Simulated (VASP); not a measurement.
Input of a VASP 6.6.1 run:

File INCAR:

```
PREC = Accurate
ENCUT = 520
EDIFF = 1E-6
ISMEAR = 0
SIGMA = 0.1
LREAL = F
LASPH = T
NELM = 100
ALGO = Normal
ISIF = 2
LWAVE = F
LCHARG = F
GGA = PE
NBANDS = 22
```

KPOINTS

```
regular mesh
0
Gamma
  6 6 4
```

The input POSCAR:

```
Li2Br3
1.0
    4.0309129176      0.0000000000      0.0000000000
   -2.0154564588      3.4908729871      0.0000000000
    0.0000000000      0.0000000000      8.4882133403
Li Br
2 3
Direct
    0.3333333333      0.6666666667      0.2026937465
    0.6666666667      0.3333333333      0.7973062535
    0.0000000000      0.0000000000      0.0000000000
    0.3333333333      0.6666666667      0.6653906569
    0.6666666667      0.3333333333      0.3346093431
```

Potentials or basis: VASP PAW PBE potentials, release 64 (Li_sv, Br).

Command:

```bash
$ cat potpaw_PBE.64/Li_sv/POTCAR potpaw_PBE.64/Br/POTCAR > POTCAR
$ mpirun -np 1 vasp_std > vasp.out
```

Task: What does it give for the largest force?

Result: 0.020 eV/Å.

Task: Predict the band gap on the k mesh.

Result: Zero (an odd number of electrons rules out a gap without spin polarisation).

Forces in eV/Å, atoms in the order of the input:
```
Li   0.000  0.000 -0.020
Li   0.000  0.000  0.020
Br   0.000  0.000  0.000
Br   0.000  0.000  0.003
Br   0.000  0.000 -0.003
```

Caveat: an odd number of electrons without spin polarisation forces a metal; a magnetic or distorted state may lie lower.
